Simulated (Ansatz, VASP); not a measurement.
**Hg: VASP beside Ansatz**

```
Hg
1.0
     4.62904    0.00000    0.00000
    -2.31452    4.00887    0.00000
     0.00000    0.00000    3.94590
Hg
3
Direct
  0.66667 0.33333 0.50000
  0.00000 0.00000 0.00000
  0.33333 0.66667 0.50000
```

Alike in both runs: task single point; functional PBE; k mesh 7 × 7 × 7; occupations fermi-dirac, width 0.05 eV; no spin polarisation.

|  | VASP | Ansatz |
| --- | --- | --- |
| version | VASP 6.6.1 | Ansatz 0.2.0 |
| potentials or method | VASP PAW PBE potentials, release 64 (Hg_sv_GW) | Ansatz PAW |
| plane-wave cutoff (eV) | 550 | 420 |
| valence electrons in the cell | 60 | 60 |

```csv
,VASP,Ansatz,Ansatz less VASP
gap on the k mesh at the Fermi level (eV),none,none,-
pressure (GPa),8.8,9.0,+0.22
"traceless stress, the component that is largest in VASP (GPa)",-6.38,-6.33,+0.053
```

A gap of «none» marks a metal or a gap that the smearing closes.

Neither program's run includes spin-orbit coupling.
